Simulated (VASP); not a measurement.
# C (P-1) in VASP: single point with r2SCAN

Aim: the single point of C with r2SCAN.

Everything below comes from runs of VASP 6.6.1. Logs are shortened: lines on timing, memory, paths and dates and some standing lists are left out, and cuts for length are marked.

### 1 The cell of the first run

The typed cell holds 6 atoms: a = 2.456 Å, b = 2.456 Å, c = 10.675 Å, α = 83.43°, β = 86.74°, γ = 60.00°.

### 2 Single point, r2SCAN (the part above a cut slid along it)

POSCAR reads:

```
C
1.0
   -2.1268362731      1.2279462884      0.0110113261
   -2.1268362731     -1.2279462884      0.0110113261
   -1.0004066418     -0.6139731442     10.6106911214
C
6
Direct
    0.1666680543     -0.2500091088      0.8333543263
    0.5000013876      0.4166575578      0.1666876596
    0.8333347210      0.5833242245      0.5000209930
    0.1666652790      0.0833257755      0.1666790070
    0.4999986124      0.2499924422      0.5000123404
    0.8333319457      0.4166591089      0.8333456737
```

INCAR.step1 reads:

```
PREC = Accurate ; ENCUT = 520
ISMEAR = 0 ; SIGMA = 0.05
LREAL = False ; LASPH = True
NELM = 100 ; NBANDS = 21
GGA = PE ; ALGO = Normal
EDIFF = 1E-4 ; LWAVE = True
LCHARG = False
```

INCAR.step2 reads:

```
PREC = Accurate ; ENCUT = 520
EDIFF = 1E-7 ; ISMEAR = 0
SIGMA = 0.05 ; LREAL = False
LASPH = True ; NELM = 100
ALGO = Normal ; ISIF = 2
LWAVE = False ; LCHARG = True
METAGGA = R2SCAN ; LMIXTAU = True
LELF = True ; LVHAR = True
NBANDS = 21 ; ISTART = 1
```

KPOINTS reads:

```
Automatic mesh
0
Gamma
  12 12 3
```

Potentials or basis: VASP PAW PBE potentials, release 64 (C).

The run is started by

```bash
$ cat potpaw_PBE.64/C/POTCAR > POTCAR
$ cp INCAR.step1 INCAR
$ mpirun -np 1 vasp_std > vasp.out
$ cp INCAR.step2 INCAR
$ mpirun -np 1 vasp_std > vasp.out
```

OUTCAR:

```text
PREC = Accurate
   ENCUT = 520
   EDIFF = 1E-7
   ISMEAR = 0
   LREAL = False
   LASPH = True
   NELM = 100
   ISIF = 2
   METAGGA = R2SCAN
   ISTART = 1

 ion  position               nearest neighbor table
   1  0.167  0.750  0.833-   6 1.42   6 1.42   6 1.42
   2  0.500  0.417  0.167-   4 1.42   4 1.42   4 1.42
   3  0.833  0.583  0.500-   5 1.42   5 1.42   5 1.42
   4  0.167  0.083  0.167-   2 1.42   2 1.42   2 1.42
   5  0.500  0.250  0.500-   3 1.42   3 1.42   3 1.42
   6  0.833  0.417  0.833-   1 1.42   1 1.42   1 1.42

  LATTYP: Found a triclinic cell.
 ALAT       =     2.4558920720
 B/A-ratio  =     1.7320510449
 C/A-ratio  =     4.3475169006
 COS(alpha) =     0.0003795199
 COS(beta)  =     0.0581614607
 COS(gamma) =     0.8660254038

  Lattice vectors:

 A1 = (  -2.1268362731,   1.2279462884,   0.0110113261)
 A2 = (  -2.1268362731,   3.6838388652,   0.0110113261)
 A3 = (  -1.1264296313,  -0.6139731442, -10.5996797953)

Analysis of symmetry for initial positions (statically):
=====================================================================
 Subroutine PRICEL returns:
 Original cell was already a primitive cell.

 Routine SETGRP: Setting up the symmetry group for a
 triclinic supercell.

 Subroutine GETGRP returns: Found  2 space group operations
 (whereof  1 operations were pure point group operations)
 out of a pool of  2 trial point group operations.

The static configuration has the point symmetry C_1 .
 The point group associated with its full space group is S_2 .

Analysis of symmetry for dynamics (positions and initial velocities):
=====================================================================
 Subroutine PRICEL returns:
 Original cell was already a primitive cell.

 Routine SETGRP: Setting up the symmetry group for a
 triclinic supercell.

 Subroutine GETGRP returns: Found  2 space group operations
 (whereof  1 operations were pure point group operations)
 out of a pool of  2 trial point group operations.

The dynamic configuration has the point symmetry C_1 .
 The point group associated with its full space group is S_2 .

 Subroutine INISYM returns: Found  2 space group operations
 (whereof  1 operations are pure point group operations),
 and found     1 'primitive' translations

----------------------------------------------------------------------------------------

                                     Primitive cell

  volume of cell :      55.3956

  direct lattice vectors                    reciprocal lattice vectors
    -2.126836273  1.227946288  0.011011326    -0.235083737  0.407183934  0.001396767
    -2.126836273 -1.227946288  0.011011326    -0.235327824 -0.407183934 -0.045748530
    -1.000406642 -0.613973144 10.610691121     0.000488173  0.000000000  0.094290594

  length of vectors
     2.455892072  2.455892072 10.675417675     0.470175574  0.472515469  0.094291858

  position of ions in fractional coordinates (direct lattice)
     0.166668054  0.749990891  0.833354326
     0.500001388  0.416657558  0.166687660
     0.833334721  0.583324224  0.500020993
     0.166665279  0.083325776  0.166679007
     0.499998612  0.249992442  0.500012340
     0.833331946  0.416659109  0.833345674

  ion indices of the primitive-cell ions
   primitive index   ion index
                 1           1
                 2           2
                 3           3
                 4           4
                 5           5
                 6           6

----------------------------------------------------------------------------------------

 KPOINTS: Automatic mesh

Automatic generation of k-mesh.
 Grid dimensions read from file:
 generate k-points for:   12   12    3

 Generating k-lattice:

  Cartesian coordinates                     Fractional coordinates (reciprocal lattice)
    -0.019590311  0.033931994  0.000116397     0.083333333  0.000000000  0.000000000
    -0.019610652 -0.033931994 -0.003812377     0.000000000  0.083333333 -0.000000000
     0.000162724  0.000000000  0.031430198     0.000000000  0.000000000  0.333333333

  Length of vectors
     0.039181298  0.039376289  0.031430619

  Shift w.r.t. Gamma in fractional coordinates (k-lattice)
     0.000000000  0.000000000  0.000000000

 Subroutine IBZKPT returns following result:
 ===========================================

 Found    218 irreducible k-points:

 Following reciprocal coordinates:
            Coordinates               Weight
  0.000000  0.000000  0.000000      1.000000
  0.083333  0.000000  0.000000      2.000000
  0.166667 -0.000000 -0.000000      2.000000
  0.250000  0.000000  0.000000      2.000000
  0.333333 -0.000000 -0.000000      2.000000
  0.416667 -0.000000 -0.000000      2.000000
[... 16 lines left out ...]
  0.250000  0.166667  0.000000      2.000000
  0.333333  0.166667  0.000000      2.000000
 [... further k-points ...]
   k-points           NKPTS =    218   k-points in BZ     NKDIM =    218   number of bands    NBANDS=     21
   number of dos      NEDOS =    301   number of ions     NIONS =      6
   total plane-waves  NPLWV =  25920
   dimension x,y,z NGX =    18 NGY =   18 NGZ =   80
   dimension x,y,z NGXF=    36 NGYF=   36 NGZF=  160
   ions per type =               6
   NGX,Y,Z   is equivalent  to a cutoff of  12.18, 12.18, 12.46 a.u.
   NGXF,Y,Z  is equivalent  to a cutoff of  24.37, 24.37, 24.92 a.u.
 SYSTEM =  unknown system
   PREC   = accura    normal or accurate (medium, high low for compatibility)
   ISTART =      1    job   : 0-new  1-cont  2-samecut
   ICHARG =      0    charge: 1-file 2-atom 10-const
   ISPIN  =      1    spin polarized calculation?
   LNONCOLLINEAR =      F non collinear calculations
   LSORBIT =      F    spin-orbit coupling
   LASPH  =      T    aspherical Exc in radial PAW
   ENCUT  =  520.0 eV  38.22 Ry    6.18 a.u.   4.57  4.57 19.85*2*pi/ulx,y,z
   NELM   =    100;   NELMIN=  2; NELMDL=  0     # of ELM steps
   EDIFF  = 0.1E-06   stopping-criterion for ELM
   LREAL  =      F    real-space projection
   EDIFFG = 0.1E-05   stopping-criterion for IOM
   NSW    =      0    number of steps for IOM
   IBRION =     -1    ionic relax: 0-MD 1-quasi-New 2-CG
   NFREE  =      0    steps in history (QN), initial steepest desc. (CG)
   ISIF   =      2    stress and relaxation
   ISYM   =      2    0-nonsym 1-usesym 2-fastsym
   POTIM  = 0.5000    time-step for ionic-motion
   TEBEG  =    0.0;   TEEND  =   0.0 temperature during run
   PSTRESS=    0.0 pullay stress
   NELECT =      24.0000    total number of electrons
   NUPDOWN=      -1.0000    fix difference up-down
   EMIN   =  10.00;   EMAX   =-10.00  energy-range for DOS
   EFERMI =   0.00;   METHOD = LEGACY
   ISMEAR =     0;   SIGMA  =   0.05  broadening in eV -4-tet -1-fermi 0-gaus
   EFERMI_NEDOS =   21; number of points for ismear=-14 and -15
   IALGO  =     38    algorithm
   IMIX   =      4    mixing-type and parameters
     AMIX     =   0.40;   BMIX     =  1.00
     AMIX_MAG =   1.60;   BMIX_MAG =  1.00
  volume/ion in A,a.u.               =       9.23        62.30
  Fermi-wavevector in a.u.,A,eV,Ry     =   1.238759  2.340915 20.878471  1.534524
  Thomas-Fermi vector in A             =   2.373271
   LORBIT       =      0    0 simple, 1 ext, 2 COOP (PROOUT), +10 PAW based schemes
   METAGGA = R2SCAN    functional components
   LHFCALC =     F    Hartree Fock is set to
   AEXX    =    0.0000 exact exchange contribution
   IVDW    =     0    specifies the selected vdW correction
   LEPSILON=     F    determine dielectric tensor
   LRPA    =     F    only Hartree local field effects (RPA)
 non-spin polarized calculation
 Gauss-broadening in eV      SIGMA  =   0.05
  energy-cutoff  :      520.00
  volume of cell :       55.40
 maximum number of plane-waves:      1517
   NGX =  9   NGY =  9   NGZ = 39

 number of electron      23.9999994 magnetization

 Free energy of the ion-electron system (eV)
  ---------------------------------------------------
  ext. energy  EPLUGINS =         0.00000000
  ---------------------------------------------------
  free energy    TOTEN  =       -59.61393380 eV

  energy without entropy =      -59.61370023  energy(sigma->0) =      -59.61381701

 E-fermi :   4.2389     XC(G=0): -10.7696

 val. band max:        4.1842975591   @ k =  -0.3333   0.3333   0.3333
 cond. band min:       4.2934821228   @ k =  -0.3333   0.3333   0.0000
 fundamental gap:      0.1091845636
 Fermi energy:         4.2388867103

 k-point     1 :       0.0000    0.0000    0.0000
  band No.  band energies     occupation
      1     -16.6975      2.00000
      2     -16.5532      2.00000
      3     -16.5520      2.00000
      4      -4.2682      2.00000
      5      -4.2649      2.00000
      6      -3.0694      2.00000
[... 13 lines left out ...]
     20      12.9845      0.00000
     21      12.9892      0.00000

 k-point     2 :       0.0833    0.0000    0.0000
  band No.  band energies     occupation
      1     -16.5219      2.00000
      2     -16.3792      2.00000
      3     -16.3780      2.00000
      4      -4.0581      2.00000
      5      -4.0546      2.00000
      6      -2.8668      2.00000
[... 13 lines left out ...]
     20      13.7280      0.00000
     21      13.7330      0.00000

 k-point     3 :       0.1667   -0.0000   -0.0000
  band No.  band energies     occupation
      1     -15.9973      2.00000
      2     -15.8589      2.00000
      3     -15.8578      2.00000
      4      -3.4327      2.00000
      5      -3.4283      2.00000
      6      -2.2655      2.00000
[... 13 lines left out ...]
     20      14.4064      0.00000
     21      14.6238      0.00000
[... 457 lines left out ...]
 k-point    23 :       0.2500    0.1667    0.0000
  band No.  band energies     occupation
      1     -15.4747      2.00000
      2     -15.3557      2.00000
      3     -15.3283      2.00000
      4      -2.9061      2.00000
      5      -2.7083      2.00000
      6      -2.6455      2.00000
[... 13 lines left out ...]
     20      13.7012      0.00000
     21      13.9609      0.00000

 k-point    24 :       0.3333    0.1667    0.0000
  band No.  band energies     occupation
      1     -14.6141      2.00000
      2     -14.5011      2.00000
      3     -14.4754      2.00000
      4      -4.0858      2.00000
      5      -4.0614      2.00000
      6      -4.0478      2.00000
[... 13 lines left out ...]
     20      14.9453      0.00000
     21      14.9827      0.00000

 [... further k-points ...]

------------------------ aborting loop because EDIFF is reached ----------------------------------------

  FORCE on cell =-STRESS in cart. coord.  units (eV):
  Direction    XX          YY          ZZ          XY          YZ          ZX
  --------------------------------------------------------------------------------------
  -------------------------------------------------------------------------------------
  Total        0.3556936      0.3679046     -0.0314998     -0.0094624      0.0535238     -0.0326005
  in kB       10.2875406     10.6407146     -0.9110513     -0.2736773      1.5480405     -0.9428870
  external PRESSURE =       6.6724013 kB  Pullay stress =       0.0000000 kB

 VOLUME and BASIS-vectors are now :
 -----------------------------------------------------------------------------
  energy-cutoff  :      520.00
  volume of cell :       55.40
      direct lattice vectors                 reciprocal lattice vectors
    -2.126836273  1.227946288  0.011011326    -0.235083737  0.407183934  0.001396767
    -2.126836273 -1.227946288  0.011011326    -0.235327824 -0.407183934 -0.045748530
    -1.000406642 -0.613973144 10.610691121     0.000488173  0.000000000  0.094290594

 POSITION                                       TOTAL-FORCE (eV/Angst)
 -----------------------------------------------------------------------------------
     -2.78328     -1.22795      8.85256         0.003528     -0.005084     -0.005261
     -2.11634      0.00000      1.77876        -0.002700      0.006003      0.014046
     -3.51323      0.00000      5.32117         0.002775     -0.003743      0.009123
     -0.69844      0.00000      1.77133        -0.003528      0.005084      0.005261
     -2.09532     -0.00000      5.31373        -0.002775      0.003743     -0.009123
     -3.49221     -0.00000      8.85614         0.002700     -0.006003     -0.014046
 -----------------------------------------------------------------------------------
    total drift:                                0.000000      0.000000     -0.000001

  FREE ENERGIE OF THE ION-ELECTRON SYSTEM (eV)
  ---------------------------------------------------
  free  energy   TOTEN  =       -59.6139338021 eV

  energy  without entropy=      -59.6137002270  energy(sigma->0) =      -59.61381701
```

It took 8.1 min on 1 thread of AMD EPYC 9R45 (Zen 5), shared host; peak memory 0.26 GiB.

What came out:

```yaml
Free_energy: -59.6139 eV
Pressure: 0.7 GPa
Largest_force: 0.016 eV/Å
```

Forces on the atoms (eV/Å):
```
C    0.004 -0.005 -0.005
C   -0.003  0.006  0.014
C    0.003 -0.004  0.009
C   -0.004  0.005  0.005
C   -0.003  0.004 -0.009
C    0.003 -0.006 -0.014
```

Caveat: the cell differs from its parent crystal (the part above a cut slid along it); the PAW data sets were made with another functional, which shifts forces and pressure a little.
